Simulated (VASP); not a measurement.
# Hf (P6_3/mmc) in VASP: vibrations by perturbation theory with LDA

Aim: the vibrations by perturbation theory of Hf with LDA.

Program: VASP 6.6.1. These are calculated values, not measurements. Logs are shortened: lines on timing, memory, paths and dates and some standing lists are left out, and cuts for length are marked.

### 1 The cell of the first run

Symmetry: P6_3/mmc, No. 194, hexagonal system. Conventional cell: a = 3.116 Å, b = 3.116 Å, c = 4.960 Å, α = 90.00°, β = 90.00°, γ = 120.00°. Within 4.0 Å of Hf (site symmetry -6m2) lie 12 Hf at 3.06 to 3.12 Å.

### 2 Vibrations by perturbation theory, LDA

INCAR reads:

```
PREC = Accurate
ENCUT = 520
EDIFF = 1E-8
ISMEAR = -1
SIGMA = 0.15
LREAL = F
LASPH = T
NELM = 100
ALGO = Normal
ISIF = 2
LWAVE = F
LCHARG = F
NBANDS = 17
IBRION = 8
NSW = 1
```

KPOINTS reads:

```
regular mesh
0
Gamma
  12 12 8
```

POSCAR reads:

```
Hf
1.0
    3.1155931769      0.0000000028      0.0000000000
   -1.5577965909      2.6981828377      0.0000000000
    0.0000000000      0.0000000000      4.9602855366
Hf
2
Direct
    0.3333333333      0.6666666667      0.2500000000
    0.6666666667      0.3333333333      0.7500000000
```

Potentials or basis: VASP PAW LDA potentials, release 64 (Hf_pv).

Launch:

```sh
$ cat potpaw_LDA.64/Hf_pv/POTCAR > POTCAR
$ mpirun -np 1 vasp_std > vasp.out
```

OUTCAR:

```text
PREC = Accurate
   ENCUT = 520
   EDIFF = 1E-8
   ISMEAR = -1
   LREAL = F
   LASPH = T
   NELM = 100
   ISIF = 2
   IBRION = 8
   NSW = 1

 ion  position               nearest neighbor table
   1  0.333  0.667  0.250-   2 3.06   2 3.06   2 3.06   2 3.06   2 3.06   2 3.06
   2  0.667  0.333  0.750-   1 3.06   1 3.06   1 3.06   1 3.06   1 3.06   1 3.06

  LATTYP: Found a hexagonal cell.
 ALAT       =     3.1155931769
 C/A-ratio  =     1.5920838360

  Lattice vectors:

 A1 = (   3.1155931769,   0.0000000028,   0.0000000000)
 A2 = (  -1.5577965909,   2.6981828377,   0.0000000000)
 A3 = (   0.0000000000,   0.0000000000,   4.9602855366)

Analysis of symmetry for initial positions (statically):
=====================================================================
 Subroutine PRICEL returns:
 Original cell was already a primitive cell.

 Routine SETGRP: Setting up the symmetry group for a
 hexagonal supercell.

 Subroutine GETGRP returns: Found 24 space group operations
 (whereof 12 operations were pure point group operations)
 out of a pool of 24 trial point group operations.

The static configuration has the point symmetry D_3d.
 The point group associated with its full space group is D_6h.

Analysis of symmetry for dynamics (positions and initial velocities):
=====================================================================
 Subroutine PRICEL returns:
 Original cell was already a primitive cell.

 Routine SETGRP: Setting up the symmetry group for a
 hexagonal supercell.

 Subroutine GETGRP returns: Found 24 space group operations
 (whereof 12 operations were pure point group operations)
 out of a pool of 24 trial point group operations.

The dynamic configuration has the point symmetry D_3d.
 The point group associated with its full space group is D_6h.

 Subroutine INISYM returns: Found 24 space group operations
 (whereof 12 operations are pure point group operations),
 and found     1 'primitive' translations

----------------------------------------------------------------------------------------

                                     Primitive cell

  volume of cell :      41.6983

  direct lattice vectors                    reciprocal lattice vectors
     3.115593177  0.000000003  0.000000000     0.320966167  0.185309903  0.000000000
    -1.557796591  2.698182838  0.000000000    -0.000000000  0.370619806  0.000000000
     0.000000000  0.000000000  4.960285537     0.000000000  0.000000000  0.201601297

  length of vectors
     3.115593177  3.115593177  4.960285537     0.370619806  0.370619806  0.201601297

  position of ions in fractional coordinates (direct lattice)
     0.333333333  0.666666667  0.250000000
     0.666666667  0.333333333  0.750000000

  ion indices of the primitive-cell ions
   primitive index   ion index
                 1           1
                 2           2

----------------------------------------------------------------------------------------

 KPOINTS: regular mesh

Automatic generation of k-mesh.
 Grid dimensions read from file:
 generate k-points for:   12   12    8

 Generating k-lattice:

  Cartesian coordinates                     Fractional coordinates (reciprocal lattice)
     0.026747181  0.015442492  0.000000000     0.083333333  0.000000000  0.000000000
    -0.000000000  0.030884984  0.000000000    -0.000000000  0.083333333  0.000000000
     0.000000000  0.000000000  0.025200162     0.000000000  0.000000000  0.125000000

  Length of vectors
     0.030884984  0.030884984  0.025200162

  Shift w.r.t. Gamma in fractional coordinates (k-lattice)
     0.000000000  0.000000000  0.000000000

 Subroutine IBZKPT returns following result:
 ===========================================

 Found     95 irreducible k-points:

 Following reciprocal coordinates:
            Coordinates               Weight
  0.000000  0.000000  0.000000      1.000000
  0.083333 -0.000000  0.000000      6.000000
  0.166667  0.000000  0.000000      6.000000
  0.250000  0.000000  0.000000      6.000000
  0.333333  0.000000  0.000000      6.000000
  0.416667  0.000000  0.000000      6.000000
[... 16 lines left out ...]
  0.250000  0.000000  0.125000     12.000000
  0.333333  0.000000  0.125000     12.000000
 [... further k-points ...]
[... 16 lines left out ...]
   ENCUT  =  520.0 eV  38.22 Ry    6.18 a.u.   5.79  5.79  9.22*2*pi/ulx,y,z
   NELM   =    100;   NELMIN=  2; NELMDL= -5     # of ELM steps
   EDIFF  = 0.1E-07   stopping-criterion for ELM
   LREAL  =      F    real-space projection
   EDIFFG = 0.1E-06   stopping-criterion for IOM
   NSW    =      1    number of steps for IOM
   IBRION =      8    ionic relax: 0-MD 1-quasi-New 2-CG
   NFREE  =      0    steps in history (QN), initial steepest desc. (CG)
   ISIF   =      2    stress and relaxation
   ISYM   =      2    0-nonsym 1-usesym 2-fastsym
   POTIM  = 0.5000    time-step for ionic-motion
   TEBEG  =    0.0;   TEEND  =   0.0 temperature during run
   PSTRESS=    0.0 pullay stress
   NELECT =      20.0000    total number of electrons
   NUPDOWN=      -1.0000    fix difference up-down
   EMIN   =  10.00;   EMAX   =-10.00  energy-range for DOS
   EFERMI =   0.00;   METHOD = LEGACY
   ISMEAR =    -1;   SIGMA  =   0.15  broadening in eV -4-tet -1-fermi 0-gaus
   EFERMI_NEDOS =   21; number of points for ismear=-14 and -15
   IALGO  =     38    algorithm
   IMIX   =      4    mixing-type and parameters
     AMIX     =   0.40;   BMIX     =  1.00
     AMIX_MAG =   1.60;   BMIX_MAG =  1.00
  volume/ion in A,a.u.               =      20.85       140.70
  Fermi-wavevector in a.u.,A,eV,Ry     =   1.281480  2.421646 22.343372  1.642191
  Thomas-Fermi vector in A             =   2.413848
   LORBIT       =      0    0 simple, 1 ext, 2 COOP (PROOUT), +10 PAW based schemes
   GGA     = CA    functional components
   LHFCALC =     F    Hartree Fock is set to
   AEXX    =    0.0000 exact exchange contribution
   IVDW    =     0    specifies the selected vdW correction
   LEPSILON=     F    determine dielectric tensor
   LRPA    =     F    only Hartree local field effects (RPA)
 non-spin polarized calculation
  energy-cutoff  :      520.00
  volume of cell :       41.70
 maximum number of plane-waves:      1140
 NGX is ok and might be reduce to    24
   NGX = 11   NGY = 11   NGZ = 19

--------------------------------------- Ionic step        1  -------------------------------------------

 number of electron      19.9999997 magnetization

 Free energy of the ion-electron system (eV)
  ---------------------------------------------------
  ext. energy  EPLUGINS =         0.00000000
  ---------------------------------------------------
  free energy    TOTEN  =       -21.45313174 eV

  energy without entropy =      -21.31763497  energy(sigma->0) =      -21.38538336

 E-fermi :   5.2468     XC(G=0): -11.7950

 val. band max:        5.2396691407   @ k =   0.3333   0.1667   0.3750
 cond. band min:       5.2709019452   @ k =   0.1667   0.0000   0.3750
 fundamental gap:      0.0312328045
 Fermi energy:         5.2467783387

 k-point     1 :       0.0000    0.0000    0.0000
  band No.  band energies     occupation
      1     -25.5905      2.00000
      2     -24.6477      2.00000
      3     -24.6477      2.00000
      4     -24.4901      2.00000
      5     -24.4901      2.00000
      6     -24.4861      2.00000
[... 457 lines left out ...]
      4     -24.8134      2.00000
      5     -24.6453      2.00000
      6     -24.5866      2.00000
[... 9 lines left out ...]
     16      10.1025      0.00000
     17      11.9112      0.00000

 [... further k-points ...]

------------------------ aborting loop because EDIFF is reached ----------------------------------------

  FORCE on cell =-STRESS in cart. coord.  units (eV):
  Direction    XX          YY          ZZ          XY          YZ          ZX
  --------------------------------------------------------------------------------------
  -------------------------------------------------------------------------------------
  Total        0.0285602      0.0285602      0.0192104     -0.0000000      0.0000000      0.0000000
  in kB        1.0973689      1.0973689      0.7381231     -0.0000000      0.0000000      0.0000000
  external PRESSURE =       0.9776203 kB  Pullay stress =       0.0000000 kB

 VOLUME and BASIS-vectors are now :
 -----------------------------------------------------------------------------
  energy-cutoff  :      520.00
  volume of cell :       41.70
      direct lattice vectors                 reciprocal lattice vectors
     3.115593177  0.000000003  0.000000000     0.320966167  0.185309903  0.000000000
    -1.557796591  2.698182838  0.000000000    -0.000000000  0.370619806  0.000000000
     0.000000000  0.000000000  4.960285537     0.000000000  0.000000000  0.201601297

 POSITION                                       TOTAL-FORCE (eV/Angst)
 -----------------------------------------------------------------------------------
     -0.00000      1.79879      1.24007         0.000000     -0.000000      0.000000
      1.55780      0.89939      3.72021        -0.000000      0.000000      0.000000
 -----------------------------------------------------------------------------------
    total drift:                               -0.000000      0.000000     -0.000000

  FREE ENERGIE OF THE ION-ELECTRON SYSTEM (eV)
  ---------------------------------------------------
  free  energy   TOTEN  =       -21.4531317423 eV

  energy  without entropy=      -21.3176349681  energy(sigma->0) =      -21.38538336

[... ionic steps 2 to 3 ...]

--------------------------------------- Ionic step        4  -------------------------------------------

------------------------ aborting loop because EDIFF is reached ----------------------------------------

[... ionic steps 5 to 5 ...]

--------------------------------------- Ionic step        6  -------------------------------------------

 Free energy of the ion-electron system (eV)
  ---------------------------------------------------
  ---------------------------------------------------
  free energy    TOTEN  =        -0.24885986 eV

  energy without entropy =       -0.24885986

------------------------ aborting loop because EDIFF is reached ----------------------------------------

 INTERNAL STRAIN TENSOR  FOR ION    1  DIRECTION 3   (eV/Angst):
 -----------------------------------------------------------------------------
     0.05332 -0.00000 -0.00000
    -0.00000  0.05332  0.00000
     0.00000  0.00000 -0.10010

 INTERNAL STRAIN TENSOR FOR ION    2 for displacements in x,y,z  (eV/Angst):
          X           Y           Z          XY          YZ          ZX
  --------------------------------------------------------------------------------
  x    -0.00000     0.00000     0.00000     2.82855     0.00000     0.00000
  y     2.82855    -2.82855    -0.00000     0.00000     0.00000     0.00000
  z    -0.00000     0.00000     0.00000     0.00000     0.00000     0.00000

 SECOND DERIVATIVES (NOT SYMMETRIZED)
 ------------------------------------
               1X          1Y          1Z          2X          2Y          2Z
  1X    -1.377562    0.000000    0.000000    1.377562   -0.000000    0.000000
  1Y     0.000000   -1.377562    0.000000   -0.000000    1.377562    0.000000
  1Z     0.000000    0.000000   -4.521714    0.000000   -0.000000    4.521714
  2X     1.377562   -0.000000    0.000000   -1.377562    0.000000    0.000000
  2Y    -0.000000    1.377562    0.000000    0.000000   -1.377562    0.000000
  2Z     0.000000   -0.000000    4.521714    0.000000    0.000000   -4.521714

 Eigenvectors and eigenvalues of the dynamical matrix
 ----------------------------------------------------

   1 f  =    3.518928 THz    22.110074 2PiTHz  117.378787 cm-1    14.553108 meV
             X         Y         Z           dx          dy          dz
     -0.000000  1.798789  1.240071     0.000000   -0.000000    0.707107
      1.557797  0.899394  3.720214     0.000000   -0.000000   -0.707107
[... 11 lines left out ...]
   4 f  =    0.000000 THz     0.000000 2PiTHz    0.000001 cm-1     0.000000 meV
             X         Y         Z           dx          dy          dz
     -0.000000  1.798789  1.240071    -0.040001    0.548824   -0.444063
      1.557797  0.899394  3.720214    -0.040001    0.548824   -0.444063

   5 f/i=    0.000000 THz     0.000000 2PiTHz    0.000001 cm-1     0.000000 meV
             X         Y         Z           dx          dy          dz
     -0.000000  1.798789  1.240071     0.704247   -0.000072   -0.063526
      1.557797  0.899394  3.720214     0.704247   -0.000072   -0.063526

   6 f/i=    0.000000 THz     0.000000 2PiTHz    0.000001 cm-1     0.000000 meV
             X         Y         Z           dx          dy          dz
     -0.000000  1.798789  1.240071     0.049351    0.445861    0.546601
      1.557797  0.899394  3.720214     0.049351    0.445861    0.546601

--------------------------------------------------------------------------------------------------------

 ELASTIC MODULI CONTR FROM IONIC RELAXATION (kBar)
 Direction    XX          YY          ZZ          XY          YZ          ZX
 --------------------------------------------------------------------------------
 XX        -223.1565    223.1565      0.0000      0.0000      0.0000      0.0000
 YY         223.1565   -223.1565     -0.0000      0.0000     -0.0000     -0.0000
 ZZ           0.0000     -0.0000     -0.0000     -0.0000     -0.0000     -0.0000
 XY           0.0000      0.0000     -0.0000   -223.1565     -0.0000     -0.0000
 YZ           0.0000     -0.0000     -0.0000     -0.0000     -0.0000     -0.0000
 ZX           0.0000     -0.0000     -0.0000     -0.0000     -0.0000     -0.0000
 --------------------------------------------------------------------------------
```

Wall time 4.6 min (1 thread of Intel Xeon 6975P-C (Granite Rapids), shared host); peak memory 0.55 GiB.

What came out:

* Highest phonon frequency at Γ: 117 cm⁻¹

Phonon frequencies in cm⁻¹ (negative: imaginary):
```csv
q point,frequencies
"(0.000, 0.000, 0.000)",0 0 0 65 65 117
```

Caveat: spin-orbit coupling is left out, which moves the levels of the heavy elements.
